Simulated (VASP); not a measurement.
# YbH3 (Fm-3m) in VASP: notebook, part 2 of 2

VASP 6.6.1. The steps go on from the part before.

### Step 3. Single point, revPBE+D3(BJ)

This run uses another cell than the first one, of 7.73 Å³/atom.

Contents of INCAR:

```
SYSTEM = YbH3
ALGO = Normal
EDIFF = 1E-6
ENCUT = 600
GGA = RE
GGA_COMPAT = .FALSE.
ISIF = 2
ISMEAR = 1
IVDW = 12
LASPH = .TRUE.
LCHARG = .FALSE.
LMAXMIX = 6
LREAL = .FALSE.
LWAVE = .FALSE.
NBANDS = 22
NELM = 200
PREC = Accurate
SIGMA = 0.01
```

Contents of KPOINTS:

```
k-points
0
G
  10 10 10
  0 0 0
```

Contents of POSCAR:

```
YbH3
1.0
    0.0000000000      2.4906366493      2.4906366493
    2.4906366493      0.0000000000      2.4906366493
    2.4906366493      2.4906366493      0.0000000000
Yb H
1 3
Direct
    0.0000000000      0.0000000000      0.0000000000
    0.7500000000      0.7500000000      0.7500000000
    0.2500000000      0.2500000000      0.2500000000
    0.5000000000      0.5000000000      0.5000000000
```

Potentials or basis: VASP PAW PBE potentials, release 64 (Yb, H).

Launch:

```bash
> cat potpaw_PBE.64/Yb/POTCAR potpaw_PBE.64/H/POTCAR > POTCAR
> mpirun -np 1 vasp_std > vasp.out
```

OUTCAR:

```text
SYSTEM = YbH3
   EDIFF = 1E-6
   ENCUT = 600
   GGA = RE
   ISIF = 2
   ISMEAR = 1
   IVDW = 12
   LASPH = .TRUE.
   LREAL = .FALSE.
   NELM = 200
   PREC = Accurate
 IVDW          = 12

 ion  position               nearest neighbor table
   1  0.000  0.000  0.000-   2 2.16   2 2.16   2 2.16   2 2.16   3 2.16   3 2.16   3 2.16   3 2.16

   2  0.750  0.750  0.750-   1 2.16   1 2.16   1 2.16   1 2.16
   3  0.250  0.250  0.250-   1 2.16   1 2.16   1 2.16   1 2.16
   4  0.500  0.500  0.500-

  LATTYP: Found a face centered cubic cell.
 ALAT       =     4.9812732986

  Lattice vectors:

 A1 = (   0.0000000000,   2.4906366493,   2.4906366493)
 A2 = (   2.4906366493,   0.0000000000,   2.4906366493)
 A3 = (   2.4906366493,   2.4906366493,   0.0000000000)

Analysis of symmetry for initial positions (statically):
=====================================================================
 Subroutine PRICEL returns:
 Original cell was already a primitive cell.

 Routine SETGRP: Setting up the symmetry group for a
 face centered cubic supercell.

 Subroutine GETGRP returns: Found 48 space group operations
 (whereof 48 operations were pure point group operations)
 out of a pool of 48 trial point group operations.

The static configuration has the point symmetry O_h .

Analysis of symmetry for dynamics (positions and initial velocities):
=====================================================================
 Subroutine PRICEL returns:
 Original cell was already a primitive cell.

 Routine SETGRP: Setting up the symmetry group for a
 face centered cubic supercell.

 Subroutine GETGRP returns: Found 48 space group operations
 (whereof 48 operations were pure point group operations)
 out of a pool of 48 trial point group operations.

The dynamic configuration has the point symmetry O_h .

 Subroutine INISYM returns: Found 48 space group operations
 (whereof 48 operations are pure point group operations),
 and found     1 'primitive' translations

----------------------------------------------------------------------------------------

                                     Primitive cell

  volume of cell :      30.9002

  direct lattice vectors                    reciprocal lattice vectors
     0.000000000  2.490636649  2.490636649    -0.200751884  0.200751884  0.200751884
     2.490636649  0.000000000  2.490636649     0.200751884 -0.200751884  0.200751884
     2.490636649  2.490636649  0.000000000     0.200751884  0.200751884 -0.200751884

  length of vectors
     3.522292128  3.522292128  3.522292128     0.347712463  0.347712463  0.347712463

  position of ions in fractional coordinates (direct lattice)
     0.000000000  0.000000000  0.000000000
     0.750000000  0.750000000  0.750000000
     0.250000000  0.250000000  0.250000000
     0.500000000  0.500000000  0.500000000

  ion indices of the primitive-cell ions
   primitive index   ion index
                 1           1
                 2           2
                 3           3
                 4           4

----------------------------------------------------------------------------------------

 KPOINTS: k-points

Automatic generation of k-mesh.
 Grid dimensions read from file:
 generate k-points for:   10   10   10

 Generating k-lattice:

  Cartesian coordinates                     Fractional coordinates (reciprocal lattice)
    -0.020075188  0.020075188  0.020075188     0.100000000  0.000000000  0.000000000
     0.020075188 -0.020075188  0.020075188     0.000000000  0.100000000  0.000000000
     0.020075188  0.020075188 -0.020075188     0.000000000  0.000000000  0.100000000

  Length of vectors
     0.034771246  0.034771246  0.034771246

  Shift w.r.t. Gamma in fractional coordinates (k-lattice)
     0.000000000  0.000000000  0.000000000

 Subroutine IBZKPT returns following result:
 ===========================================

 Found     47 irreducible k-points:

 Following reciprocal coordinates:
            Coordinates               Weight
  0.000000  0.000000  0.000000      1.000000
  0.100000  0.000000  0.000000      8.000000
  0.200000  0.000000  0.000000      8.000000
  0.300000  0.000000  0.000000      8.000000
  0.400000  0.000000  0.000000      8.000000
  0.500000  0.000000  0.000000      4.000000
[... 16 lines left out ...]
  0.300000  0.300000  0.000000      6.000000
  0.400000  0.300000  0.000000     24.000000
 [... further k-points ...]
   k-points           NKPTS =     47   k-points in BZ     NKDIM =     47   number of bands    NBANDS=     22
   number of dos      NEDOS =    301   number of ions     NIONS =      4
   total plane-waves  NPLWV =  21952
   dimension x,y,z NGX =    28 NGY =   28 NGZ =   28
   dimension x,y,z NGXF=    56 NGYF=   56 NGZF=   56
   ions per type =               1   3
   NGX,Y,Z   is equivalent  to a cutoff of  13.22, 13.22, 13.22 a.u.
   NGXF,Y,Z  is equivalent  to a cutoff of  26.43, 26.43, 26.43 a.u.
 SYSTEM =  YbH3
   PREC   = accura    normal or accurate (medium, high low for compatibility)
   ISTART =      0    job   : 0-new  1-cont  2-samecut
   ICHARG =      2    charge: 1-file 2-atom 10-const
   ISPIN  =      1    spin polarized calculation?
   LNONCOLLINEAR =      F non collinear calculations
   LSORBIT =      F    spin-orbit coupling
   LASPH  =      T    aspherical Exc in radial PAW
   ENCUT  =  600.0 eV  44.10 Ry    6.64 a.u.   7.03  7.03  7.03*2*pi/ulx,y,z
   NELM   =    200;   NELMIN=  2; NELMDL= -5     # of ELM steps
   EDIFF  = 0.1E-05   stopping-criterion for ELM
   LREAL  =      F    real-space projection
   EDIFFG = 0.1E-04   stopping-criterion for IOM
   NSW    =      0    number of steps for IOM
   IBRION =     -1    ionic relax: 0-MD 1-quasi-New 2-CG
   NFREE  =      0    steps in history (QN), initial steepest desc. (CG)
   ISIF   =      2    stress and relaxation
   ISYM   =      2    0-nonsym 1-usesym 2-fastsym
   POTIM  = 0.5000    time-step for ionic-motion
   TEBEG  =    0.0;   TEEND  =   0.0 temperature during run
   PSTRESS=    0.0 pullay stress
   NELECT =      27.0000    total number of electrons
   NUPDOWN=      -1.0000    fix difference up-down
   EMIN   =  10.00;   EMAX   =-10.00  energy-range for DOS
   EFERMI =   0.00;   METHOD = LEGACY
   ISMEAR =     1;   SIGMA  =   0.01  broadening in eV -4-tet -1-fermi 0-gaus
   EFERMI_NEDOS =   21; number of points for ismear=-14 and -15
   IALGO  =     38    algorithm
   IMIX   =      4    mixing-type and parameters
     AMIX     =   0.40;   BMIX     =  1.00
     AMIX_MAG =   1.60;   BMIX_MAG =  1.00
  volume/ion in A,a.u.               =       7.73        52.13
  Fermi-wavevector in a.u.,A,eV,Ry     =   1.565101  2.957612 33.328032  2.449541
  Thomas-Fermi vector in A             =   2.667627
   LORBIT       =      0    0 simple, 1 ext, 2 COOP (PROOUT), +10 PAW based schemes
   GGA     = RE    functional components
   LHFCALC =     F    Hartree Fock is set to
   AEXX    =    0.0000 exact exchange contribution
   IVDW    =    12    specifies the selected vdW correction
   LEPSILON=     F    determine dielectric tensor
   LRPA    =     F    only Hartree local field effects (RPA)
 non-spin polarized calculation
 Methfessel and Paxton  Order N= 1 SIGMA  =   0.01
  energy-cutoff  :      600.00
  volume of cell :       30.90
 maximum number of plane-waves:      1056
   NGX = 13   NGY = 13   NGZ = 13

 number of electron      27.0000010 magnetization

 Free energy of the ion-electron system (eV)
  ---------------------------------------------------
  ext. energy  EPLUGINS =         0.00000000
  ---------------------------------------------------
  free energy    TOTEN  =       -14.83943980 eV

  energy without entropy =      -14.83942889  energy(sigma->0) =      -14.83943616

 E-fermi :   2.1517     XC(G=0): -11.4287

 val. band max:        2.1459100763   @ k =   0.4000   0.3000   0.1000
 cond. band min:       2.2035959290   @ k =  -0.4000   0.2000   0.1000
 fundamental gap:      0.0576858527
 Fermi energy:         2.1517319539

 k-point     1 :       0.0000    0.0000    0.0000
  band No.  band energies     occupation
      1     -48.8622      2.00000
      2     -20.8024      2.00000
      3     -20.8024      2.00000
      4     -20.8024      2.00000
      5      -7.0965      2.00000
      6       0.4904      2.00000
[... 574 lines left out ...]
      6      -1.6053      2.00000
[... 14 lines left out ...]
     21      13.5705      0.00000
     22      14.7392      0.00000

 [... further k-points ...]

------------------------ aborting loop because EDIFF is reached ----------------------------------------

 Edisp (eV)   -1.45671

 E8    (eV) :    -0.9883

  FORCE on cell =-STRESS in cart. coord.  units (eV):
  Direction    XX          YY          ZZ          XY          YZ          ZX
  --------------------------------------------------------------------------------------
  -------------------------------------------------------------------------------------
  Total      -0.03734    -0.03734    -0.03734     0.00000     0.00000    -0.00000
  in kB      -1.93592    -1.93592    -1.93592     0.00000     0.00000    -0.00000
  external pressure =       -1.94 kB  Pullay stress =        0.00 kB

 VOLUME and BASIS-vectors are now :
 -----------------------------------------------------------------------------
  energy-cutoff  :      600.00
  volume of cell :       30.90
      direct lattice vectors                 reciprocal lattice vectors
     0.000000000  2.490636649  2.490636649    -0.200751884  0.200751884  0.200751884
     2.490636649  0.000000000  2.490636649     0.200751884 -0.200751884  0.200751884
     2.490636649  2.490636649  0.000000000     0.200751884  0.200751884 -0.200751884

 POSITION                                       TOTAL-FORCE (eV/Angst)
 -----------------------------------------------------------------------------------
      0.00000      0.00000      0.00000         0.000000      0.000000     -0.000000
      3.73595      3.73595      3.73595         0.000000      0.000000      0.000000
      1.24532      1.24532      1.24532        -0.000000     -0.000000     -0.000000
      2.49064      2.49064      2.49064         0.000000      0.000000     -0.000000
 -----------------------------------------------------------------------------------
    total drift:                               -0.000000     -0.000000      0.000000

  FREE ENERGIE OF THE ION-ELECTRON SYSTEM (eV)
  ---------------------------------------------------
  free  energy   TOTEN  =       -16.2961457243 eV

  energy  without entropy=      -16.2961348207  energy(sigma->0) =      -16.29614209
```

stdout:

```text
POSCAR found type information on POSCAR YbH
 POSCAR found :  2 types and       4 ions
 scaLAPACK will be used
 -----------------------------------------------------------------------------
|                                                                             |
|                                                                             |
|     You enforced a specific xc type in the INCAR file but a different       |
|     I HOPE YOU KNOW WHAT YOU ARE DOING!                                     |
|                                                                             |
 -----------------------------------------------------------------------------

 LDA part: xc-table for (Slater+PW92), standard interpolation
 POSCAR, INCAR and KPOINTS ok, starting setup
 FFT: planning ... GRIDC
 FFT: planning ... GRID_SOFT
 FFT: planning ... GRID
 WAVECAR not read
 entering main loop
```

Wall time 51 s (1 thread of AMD EPYC 9R45 (Zen 5), shared host); peak memory 0.18 GiB.

Results:

```
Free energy                : -16.2961 eV
Pressure                   : -0.2 GPa
Band gap on the k mesh     : zero (an odd number of electrons rules out a gap without spin polarisation)
Dispersion energy per atom : -0.364 eV
```

Levels at points of the mesh, in eV from the Fermi level:
```csv
k point,band 9,band 10,band 11,band 12,band 13,band 14,band 15,band 16,band 17,band 18
"(0.00, 0.00, 0.00)",-0.49,-0.34,-0.34,-0.34,1.49,2.90,3.15,3.15,3.15,6.24
"(0.50, 0.00, 0.00)",-0.47,-0.37,-0.37,-0.34,-0.33,1.45,2.87,2.87,7.96,7.96
"(0.50, 0.50, 0.00)",-0.46,-0.45,-0.39,-0.39,-0.37,-0.23,7.66,7.66,8.21,8.29
```

Caveat: the PAW data sets were made with another functional, which shifts forces and pressure a little; spin-orbit coupling is left out, which moves the levels of the heavy elements; an odd number of electrons without spin polarisation forces a metal; a magnetic or distorted state may lie lower. Spin polarisation is off, so any magnetic state and its effect on volume and gap are missing.

### Step 4. Single point, RPBE

This run uses another cell than the first one, of 8.49 Å³/atom.

Contents of INCAR:

```
PREC = Accurate ; ENCUT = 600
EDIFF = 1E-6 ; ISMEAR = 1
SIGMA = 0.01 ; LREAL = F
LASPH = T ; NELM = 200
ALGO = Normal ; ISIF = 2
LWAVE = F ; LCHARG = T
GGA = RP ; LELF = T
LVHAR = T ; NBANDS = 22
GGA_COMPAT = F ; LMAXMIX = 6
```

Contents of KPOINTS:

```
Automatic mesh
0
Gamma
  10 10 10
```

Contents of POSCAR:

```
YbH3
1.0
    0.0000000000      2.5704139186      2.5704139186
    2.5704139186      0.0000000000      2.5704139186
    2.5704139186      2.5704139186      0.0000000000
Yb H
1 3
Direct
    0.0000000000      0.0000000000      0.0000000000
    0.7500000000      0.7500000000      0.7500000000
    0.2500000000      0.2500000000      0.2500000000
    0.5000000000      0.5000000000      0.5000000000
```

Potentials or basis: VASP PAW PBE potentials, release 64 (Yb, H).

Launch:

```bash
> cat potpaw_PBE.64/Yb/POTCAR potpaw_PBE.64/H/POTCAR > POTCAR
> mpirun -np 1 vasp_std > vasp.out
```

OUTCAR:

```text
PREC = Accurate
   ENCUT = 600
   EDIFF = 1E-6
   ISMEAR = 1
   LREAL = F
   LASPH = T
   NELM = 200
   ISIF = 2
   GGA = RP

 ion  position               nearest neighbor table
   1  0.000  0.000  0.000-   2 2.23   2 2.23   2 2.23   2 2.23   3 2.23   3 2.23   3 2.23   3 2.23

   2  0.750  0.750  0.750-   1 2.23   1 2.23   1 2.23   1 2.23
   3  0.250  0.250  0.250-   1 2.23   1 2.23   1 2.23   1 2.23
   4  0.500  0.500  0.500-

  LATTYP: Found a face centered cubic cell.
 ALAT       =     5.1408278372

  Lattice vectors:

 A1 = (   0.0000000000,   2.5704139186,   2.5704139186)
 A2 = (   2.5704139186,   0.0000000000,   2.5704139186)
 A3 = (   2.5704139186,   2.5704139186,   0.0000000000)

Analysis of symmetry for initial positions (statically):
=====================================================================
 Subroutine PRICEL returns:
 Original cell was already a primitive cell.

 Routine SETGRP: Setting up the symmetry group for a
 face centered cubic supercell.

[... 168 lines left out ...]

  energy without entropy =      -14.81803614  energy(sigma->0) =      -14.81804229

 E-fermi :   1.6631     XC(G=0): -10.9062

 val. band max:        1.6589167744   @ k =   0.2000   0.2000   0.0000
 cond. band min:       1.7068808478   @ k =   0.3000   0.3000   0.0000
 fundamental gap:      0.0479640734
 Fermi energy:         1.6631423848

 k-point     1 :       0.0000    0.0000    0.0000
  band No.  band energies     occupation
      1     -49.4100      2.00000
      2     -21.4004      2.00000
      3     -21.4004      2.00000
      4     -21.4004      2.00000
      5      -6.9993      2.00000
      6       0.1973      2.00000
[... 589 lines left out ...]
     21      12.3645      0.00000
     22      13.3206      0.00000

 [... further k-points ...]

------------------------ aborting loop because EDIFF is reached ----------------------------------------

  FORCE on cell =-STRESS in cart. coord.  units (eV):
  Direction    XX          YY          ZZ          XY          YZ          ZX
  --------------------------------------------------------------------------------------
  -------------------------------------------------------------------------------------
  Total        0.0319754      0.0319754      0.0319754      0.0000000     -0.0000000      0.0000000
  in kB        1.5082983      1.5082983      1.5082983      0.0000000     -0.0000000      0.0000000
  external PRESSURE =       1.5082983 kB  Pullay stress =       0.0000000 kB

 VOLUME and BASIS-vectors are now :
 -----------------------------------------------------------------------------
  energy-cutoff  :      600.00
  volume of cell :       33.97
      direct lattice vectors                 reciprocal lattice vectors
     0.000000000  2.570413919  2.570413919    -0.194521200  0.194521200  0.194521200
     2.570413919  0.000000000  2.570413919     0.194521200 -0.194521200  0.194521200
     2.570413919  2.570413919  0.000000000     0.194521200  0.194521200 -0.194521200

 POSITION                                       TOTAL-FORCE (eV/Angst)
 -----------------------------------------------------------------------------------
      0.00000      0.00000      0.00000         0.000000     -0.000000      0.000000
      3.85562      3.85562      3.85562        -0.000000     -0.000000      0.000000
      1.28521      1.28521      1.28521         0.000000      0.000000     -0.000000
      2.57041      2.57041      2.57041         0.000000     -0.000000      0.000000
 -----------------------------------------------------------------------------------
    total drift:                                0.000000     -0.000000     -0.000000

  FREE ENERGIE OF THE ION-ELECTRON SYSTEM (eV)
  ---------------------------------------------------
  free  energy   TOTEN  =       -14.8180453618 eV

  energy  without entropy=      -14.8180361395  energy(sigma->0) =      -14.81804229
```

Run time: 54 s. Hardware: 1 thread of AMD EPYC 9R45 (Zen 5), shared host; peak memory 0.18 GiB.

Results:

- Free energy: -14.8180 eV
- Pressure: 0.2 GPa
- Band gap on the k mesh: zero (an odd number of electrons rules out a gap without spin polarisation)

Caveat: the PAW data sets were made with another functional, which shifts forces and pressure a little; spin-orbit coupling is left out, which moves the levels of the heavy elements; an odd number of electrons without spin polarisation forces a metal; a magnetic or distorted state may lie lower. Spin polarisation is off, so any magnetic state and its effect on volume and gap are missing.

### Step 5. The runs side by side

| level | cell | gap on the mesh (eV) | pressure (GPa) |
| --- | --- | --- | --- |
| LDA | a = 3.500 Å, angles 60.0°, 4 atoms | none | 0.5 |
| revPBE+D3(BJ) | a = 3.522 Å, angles 60.0°, 4 atoms | none | -0.2 |
| RPBE | a = 3.635 Å, angles 60.0°, 4 atoms | none | 0.2 |

Alike in all rows: task single point; potentials or basis VASP PAW PBE potentials, release 64 (Yb, H); no spin polarisation; k mesh 10 × 10 × 10; cutoff (eV) 600; smearing methfessel-paxton 0.01 eV.

Caveats: the PAW data sets were made with another functional, which shifts forces and pressure a little; spin-orbit coupling is left out, which moves the levels of the heavy elements; an odd number of electrons without spin polarisation forces a metal; a magnetic or distorted state may lie lower.

Total energies depend on the potentials used, so only differences within one code and one set of settings carry meaning.

The gap in the log of VASP goes by the Fermi energy; the results here count the filled bands.